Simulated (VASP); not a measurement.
# Gd (Im-3m) in VASP: single point with PBE+U

Aim: the single point of Gd with PBE+U.

All numbers are computed with VASP 6.6.1; they aren't measurements. Logs are shortened: lines on timing, memory, paths and dates and some standing lists are left out, and cuts for length are marked.

### Step 1. The cell of the first run

Symmetry: Im-3m, No. 229, cubic system. Conventional cell: a = 4.050 Å, b = 4.050 Å, c = 4.050 Å, α = 90.00°, β = 90.00°, γ = 90.00°. Within 4.6 Å of Gd (site symmetry m-3m) lie 14 Gd at 3.51 to 4.05 Å.

This isn't the form of Gd at room conditions, which is hcp.

### Step 2. Single point, PBE+U, collinear spin, ferromagnetic start

File INCAR:

```
ALGO = Normal
EDIFF = 1E-7
ENCUT = 520
GGA = PE
ISIF = 2
ISMEAR = -1
ISPIN = 2
LASPH = T
LCHARG = T
LDAU = T
LDAUJ = 0
LDAUL = 3
LDAUPRINT = 1
LDAUTYPE = 2
LDAUU = 5.9
LELF = T
LMAXMIX = 6
LORBIT = 11
LREAL = F
LVHAR = T
LWAVE = F
MAGMOM = 7 7
NBANDS = 29
NELM = 150
PREC = Accurate
SIGMA = 0.05
```

File KPOINTS:

```
k-points
0
Gamma
  6 6 6
```

File POSCAR:

```
Gd
1.0
    4.0500000000      0.0000000000      0.0000000000
    0.0000000000      4.0500000000      0.0000000000
    0.0000000000      0.0000000000      4.0500000000
Gd
2
Direct
    0.0000000000      0.0000000000      0.0000000000
    0.5000000000      0.5000000000      0.5000000000
```

Potentials or basis: VASP PAW PBE potentials, release 64 (Gd).

Command:

```sh
$ cat potpaw_PBE.64/Gd/POTCAR > POTCAR
$ mpirun -np 1 vasp_std > vasp.out
```

OUTCAR:

```text
EDIFF = 1E-7
   ENCUT = 520
   GGA = PE
   ISIF = 2
   ISMEAR = -1
   ISPIN = 2
   LASPH = T
   LORBIT = 11
   LREAL = F
   NELM = 150
   PREC = Accurate

 ion  position               nearest neighbor table
   1  0.000  0.000  0.000-   2 3.51   2 3.51   2 3.51   2 3.51   2 3.51   2 3.51   2 3.51   2 3.51

   2  0.500  0.500  0.500-   1 3.51   1 3.51   1 3.51   1 3.51   1 3.51   1 3.51   1 3.51   1 3.51

  LATTYP: Found a simple cubic cell.
 ALAT       =     4.0500000000

  Lattice vectors:

 A1 = (   4.0500000000,   0.0000000000,   0.0000000000)
 A2 = (   0.0000000000,   4.0500000000,   0.0000000000)
 A3 = (   0.0000000000,   0.0000000000,   4.0500000000)

Analysis of symmetry for initial positions (statically):
=====================================================================
 Subroutine PRICEL returns following result:

  LATTYP: Found a body centered cubic cell.
 ALAT       =     4.0500000000
[... 12 lines left out ...]
 Subroutine GETGRP returns: Found 48 space group operations
 (whereof 48 operations were pure point group operations)
 out of a pool of 48 trial point group operations.

The static configuration has the point symmetry O_h .

Analysis of symmetry for dynamics (positions and initial velocities):
=====================================================================
 Subroutine PRICEL returns following result:

  LATTYP: Found a body centered cubic cell.
 ALAT       =     4.0500000000
[... 12 lines left out ...]
 Subroutine GETGRP returns: Found 48 space group operations
 (whereof 48 operations were pure point group operations)
 out of a pool of 48 trial point group operations.

The dynamic configuration has the point symmetry O_h .

Analysis of structural, dynamic, and magnetic symmetry:
=====================================================================
 Subroutine PRICEL returns following result:

  LATTYP: Found a body centered cubic cell.
 ALAT       =     4.0500000000
[... 12 lines left out ...]
 Subroutine GETGRP returns: Found 48 space group operations
 (whereof 48 operations were pure point group operations)
 out of a pool of 48 trial point group operations.

The overall configuration has the point symmetry O_h .

 Subroutine INISYM returns: Found 48 space group operations
 (whereof 48 operations are pure point group operations),
 and found     2 'primitive' translations

----------------------------------------------------------------------------------------

                                     Primitive cell

  volume of cell :      33.2151

  direct lattice vectors                    reciprocal lattice vectors
     2.025000000  2.025000000 -2.025000000     0.246913580  0.246913580  0.000000000
    -2.025000000  2.025000000  2.025000000    -0.000000000  0.246913580  0.246913580
     2.025000000 -2.025000000  2.025000000     0.246913580  0.000000000  0.246913580

  length of vectors
     3.507402885  3.507402885  3.507402885     0.349188534  0.349188534  0.349188534

  position of ions in fractional coordinates (direct lattice)
     0.000000000  0.000000000  0.000000000
[... 156 lines left out ...]

spin component  1

  0.9900  0.0000 -0.0002 -0.0000 -0.0000 -0.0000 -0.0000
  0.0000  0.9892  0.0000 -0.0000  0.0000 -0.0000 -0.0000
 -0.0002  0.0000  0.9901  0.0000  0.0000  0.0000 -0.0000
 -0.0000 -0.0000  0.0000  0.9899  0.0000 -0.0000  0.0000
 -0.0000  0.0000  0.0000  0.0000  0.9901  0.0000  0.0002
 -0.0000 -0.0000  0.0000 -0.0000  0.0000  0.9902 -0.0000
 -0.0000 -0.0000 -0.0000  0.0000  0.0002 -0.0000  0.9900

spin component  2

  0.0007  0.0000  0.0000 -0.0000  0.0000 -0.0000 -0.0000
  0.0000  0.0004 -0.0000 -0.0000  0.0000 -0.0000 -0.0000
  0.0000 -0.0000  0.0006  0.0000  0.0000 -0.0000  0.0000
 -0.0000 -0.0000  0.0000  0.0007 -0.0000 -0.0000 -0.0000
  0.0000  0.0000  0.0000 -0.0000  0.0006  0.0000 -0.0000
 -0.0000 -0.0000 -0.0000 -0.0000  0.0000  0.0006 -0.0000
 -0.0000 -0.0000  0.0000 -0.0000 -0.0000 -0.0000  0.0007

 occupancies and eigenvectors

  o =  0.0004  v =  0.0000  0.0000  0.0000  0.0000  0.0000  0.0000  0.0000  0.0000  1.0000  0.0000  0.0000 -0.0000  0.0000  0.0000      0.0000  0.0000  0.0000  0.0000  0.0000  0.0000  0.0000  0.0000  0.0000  0.0000  0.0000  0.0000  0.0000  0.0000
  o =  0.0006  v =  0.0000  0.0000  0.0000  0.0000  0.0000  0.0000  0.0000 -0.0000 -0.0000  0.0000  0.0000  0.0000  1.0000  0.0000      0.0000  0.0000  0.0000  0.0000  0.0000  0.0000  0.0000  0.0000  0.0000  0.0000  0.0000  0.0000  0.0000  0.0000
  o =  0.0006  v =  0.0000  0.0000  0.0000  0.0000  0.0000  0.0000  0.0000 -0.0000  0.0000  0.0000  0.0000 -0.7906  0.0000 -0.6124      0.0000  0.0000  0.0000  0.0000  0.0000  0.0000  0.0000  0.0000  0.0000  0.0000  0.0000  0.0000  0.0000  0.0000
  o =  0.0006  v =  0.0000  0.0000  0.0000  0.0000  0.0000  0.0000  0.0000 -0.6124 -0.0000  0.7906 -0.0000  0.0000 -0.0000  0.0000      0.0000  0.0000  0.0000  0.0000  0.0000  0.0000  0.0000  0.0000  0.0000  0.0000  0.0000  0.0000  0.0000  0.0000
  o =  0.0007  v =  0.0000  0.0000  0.0000  0.0000  0.0000  0.0000  0.0000  0.0000 -0.0000  0.0000  0.0000 -0.6124 -0.0000  0.7906      0.0000  0.0000  0.0000  0.0000  0.0000  0.0000  0.0000  0.0000  0.0000  0.0000  0.0000  0.0000  0.0000  0.0000
  o =  0.0007  v =  0.0000  0.0000  0.0000  0.0000  0.0000  0.0000  0.0000 -0.7906  0.0000 -0.6124 -0.0000 -0.0000  0.0000  0.0000      0.0000  0.0000  0.0000  0.0000  0.0000  0.0000  0.0000  0.0000  0.0000  0.0000  0.0000  0.0000  0.0000  0.0000
  o =  0.0007  v =  0.0000  0.0000  0.0000  0.0000  0.0000  0.0000  0.0000  0.0000  0.0000  0.0000 -1.0000 -0.0000  0.0000  0.0000      0.0000  0.0000  0.0000  0.0000  0.0000  0.0000  0.0000  0.0000  0.0000  0.0000  0.0000  0.0000  0.0000  0.0000
  o =  0.9892  v =  0.0000 -1.0000 -0.0000 -0.0000  0.0000  0.0000 -0.0000  0.0000  0.0000  0.0000  0.0000  0.0000  0.0000  0.0000      0.0000  0.0000  0.0000  0.0000  0.0000  0.0000  0.0000  0.0000  0.0000  0.0000  0.0000  0.0000  0.0000  0.0000
  o =  0.9899  v =  0.0000 -0.0000 -0.0000  0.9998 -0.0123 -0.0000  0.0159  0.0000  0.0000  0.0000  0.0000  0.0000  0.0000  0.0000      0.0000  0.0000  0.0000  0.0000  0.0000  0.0000  0.0000  0.0000  0.0000  0.0000  0.0000  0.0000  0.0000  0.0000
  o =  0.9899  v = -0.7906  0.0000 -0.6124 -0.0000 -0.0000 -0.0000 -0.0000  0.0000  0.0000  0.0000  0.0000  0.0000  0.0000  0.0000      0.0000  0.0000  0.0000  0.0000  0.0000  0.0000  0.0000  0.0000  0.0000  0.0000  0.0000  0.0000  0.0000  0.0000
  o =  0.9899  v =  0.0000  0.0000  0.0000  0.0201  0.6122  0.0000 -0.7904  0.0000  0.0000  0.0000  0.0000  0.0000  0.0000  0.0000      0.0000  0.0000  0.0000  0.0000  0.0000  0.0000  0.0000  0.0000  0.0000  0.0000  0.0000  0.0000  0.0000  0.0000
  o =  0.9902  v = -0.6124 -0.0000  0.7906  0.0000  0.0000  0.0000  0.0000  0.0000  0.0000  0.0000  0.0000  0.0000  0.0000  0.0000      0.0000  0.0000  0.0000  0.0000  0.0000  0.0000  0.0000  0.0000  0.0000  0.0000  0.0000  0.0000  0.0000  0.0000
  o =  0.9902  v =  0.0000  0.0000 -0.0000 -0.0000  0.7905  0.0078  0.6124  0.0000  0.0000  0.0000  0.0000  0.0000  0.0000  0.0000      0.0000  0.0000  0.0000  0.0000  0.0000  0.0000  0.0000  0.0000  0.0000  0.0000  0.0000  0.0000  0.0000  0.0000
  o =  0.9902  v =  0.0000  0.0000 -0.0000  0.0000 -0.0062  1.0000 -0.0048  0.0000  0.0000  0.0000  0.0000  0.0000  0.0000  0.0000      0.0000  0.0000  0.0000  0.0000  0.0000  0.0000  0.0000  0.0000  0.0000  0.0000  0.0000  0.0000  0.0000  0.0000

 number of electron      35.9999968 magnetization      15.7348113

 Free energy of the ion-electron system (eV)
  ---------------------------------------------------
  ext. energy  EPLUGINS =         0.00000000
  ---------------------------------------------------
  free energy    TOTEN  =       -22.65032223 eV

  energy without entropy =      -22.61734547  energy(sigma->0) =      -22.63383385

 E-fermi :   2.9421     XC(G=0):  -9.9604

 val. band max:        2.9353556494   @ k =   0.3333   0.3333   0.3333
 cond. band min:       2.9611691122   @ k =   0.5000   0.5000   0.3333
 fundamental gap:      0.0258134628
 Fermi energy:         2.9421121097

 spin component 1

 k-point     1 :       0.0000    0.0000    0.0000
  band No.  band energies     occupation
      1     -42.5059      1.00000
      2     -42.3916      1.00000
      3     -19.9798      1.00000
      4     -19.9798      1.00000
      5     -19.9798      1.00000
      6     -19.5016      1.00000
[... 629 lines left out ...]
     28       2.5450      0.99965
     29       7.2001      0.00000
 Fermi energy:         2.9421121097

 spin component 2

 k-point     1 :       0.0000    0.0000    0.0000
  band No.  band energies     occupation
      1     -39.1872      1.00000
      2     -39.0450      1.00000
      3     -17.5928      1.00000
      4     -17.5928      1.00000
      5     -17.5928      1.00000
      6     -17.0289      1.00000
[... 629 lines left out ...]
     28       6.3043      0.00000
     29       8.5319      0.00000

------------------------ aborting loop because EDIFF is reached ----------------------------------------

  FORCE on cell =-STRESS in cart. coord.  units (eV):
  Direction    XX          YY          ZZ          XY          YZ          ZX
  --------------------------------------------------------------------------------------
  -------------------------------------------------------------------------------------
  Total        0.2892090      0.2892090      0.2892090      0.0000000     -0.0000000      0.0000000
  in kB        6.9752114      6.9752114      6.9752114      0.0000000     -0.0000000      0.0000000
  external PRESSURE =       6.9752114 kB  Pullay stress =       0.0000000 kB

 VOLUME and BASIS-vectors are now :
 -----------------------------------------------------------------------------
  energy-cutoff  :      520.00
  volume of cell :       66.43
      direct lattice vectors                 reciprocal lattice vectors
     4.050000000  0.000000000  0.000000000     0.246913580  0.000000000  0.000000000
     0.000000000  4.050000000  0.000000000     0.000000000  0.246913580  0.000000000
     0.000000000  0.000000000  4.050000000     0.000000000  0.000000000  0.246913580

 POSITION                                       TOTAL-FORCE (eV/Angst)
 -----------------------------------------------------------------------------------
      0.00000      0.00000      0.00000        -0.000000     -0.000000     -0.000000
      2.02500      2.02500      2.02500         0.000000      0.000000      0.000000
 -----------------------------------------------------------------------------------
    total drift:                                0.000000      0.000000      0.000000

  FREE ENERGIE OF THE ION-ELECTRON SYSTEM (eV)
  ---------------------------------------------------
  free  energy   TOTEN  =       -22.6503222274 eV

  energy  without entropy=      -22.6173454730  energy(sigma->0) =      -22.63383385

 total charge

# of ion       s       p       d       f       tot
--------------------------------------------------
    1        2.073   5.567   0.614   6.929  15.183
    2        2.073   5.567   0.614   6.929  15.183
--------------------------------------------------
tot          4.146  11.135   1.228  13.857  30.366

 magnetization (x)

# of ion       s       p       d       f       tot
--------------------------------------------------
    1        0.001  -0.058   0.285   6.920   7.149
    2        0.001  -0.058   0.285   6.920   7.149
--------------------------------------------------
tot          0.002  -0.115   0.571  13.840  14.298
```

Wall time 3.1 min (1 thread of AMD EPYC 9755, shared host); peak memory 0.19 GiB.

Results:

* Free energy: -22.6503 eV
* Pressure: 0.7 GPa
* Net moment: 15.73 μB per cell
* Site moments: Gd +7.15 μB
* Valence electrons inside the program's atomic spheres: Gd 15.18

Eigenvalues of the final occupation matrices:
| site | spin | trace | eigenvalues |
| --- | --- | --- | --- |
| site 1 f | 1 | 6.93 | 0.99 0.99 0.99 0.99 0.99 0.99 0.99 |
| site 1 f | 2 | 0.00 | 0.00 0.00 0.00 0.00 0.00 0.00 0.00 |
| site 2 f | 1 | 6.93 | 0.99 0.99 0.99 0.99 0.99 0.99 0.99 |
| site 2 f | 2 | 0.00 | 0.00 0.00 0.00 0.00 0.00 0.00 0.00 |

Caveat: spin-orbit coupling is left out, which moves the levels of the heavy elements. The state reached can hang on the start; a lower one may exist.
